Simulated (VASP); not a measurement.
Runs of VASP 6.6.1 on BaTe. The structure is that of space group Fm-3m (No. 225), or close to it. The cells are those of the table. 

```tsv
level	cell	k mesh	smearing	grid for exact exchange (PRECFOCK)	screening parameter	gap on the mesh (eV)	pressure (GPa)
r2SCAN	a = 5.090 Å, angles 58.8°, 2 atoms	6 × 6 × 6	gaussian 0.01 eV	-	-	1.95	-0.5
PBE	a = 5.090 Å, angles 58.8°, 2 atoms	6 × 6 × 6	fermi-dirac 0.02 eV	-	-	(c)	-0.5
HSE06	a = 4.966, b = 4.966, c = 4.937 Å, angles 60.2, 60.2, 59.6°, 2 atoms	4 × 4 × 4	gaussian 0.01 eV	Normal	0.2079 1/Å	2.24	(a)
PBE	a = 4.966, b = 4.966, c = 4.937 Å, angles 60.2, 60.2, 59.6°, 2 atoms	6 × 6 × 6	fermi-dirac 0.02 eV	-	-	1.52	1.1
HSE06	a = 5.090 Å, angles 58.8°, 2 atoms	4 × 4 × 4	gaussian 0.01 eV	Normal	0.2079 1/Å	2.32	(b)
r2SCAN	a = 4.966, b = 4.966, c = 4.937 Å, angles 60.2, 60.2, 59.6°, 2 atoms	6 × 6 × 6	gaussian 0.01 eV	-	-	1.87	1.1
```

Alike in all rows: task single point; potentials or basis VASP PAW PBE potentials, release 64 (Ba_sv, Te); no spin polarisation; cutoff (eV) 520.

**Question.** Estimate the missing entries.

**Answer.** (a) 0.7; (b) -0.8; (c) 1.60.

Caveats: spin-orbit coupling is left out, which moves the levels of the heavy elements; the PAW data sets were made with another functional, which shifts forces and pressure a little (some runs).

A k mesh can miss the band edges, and the runs leave out spin-orbit coupling on Ba, Te.
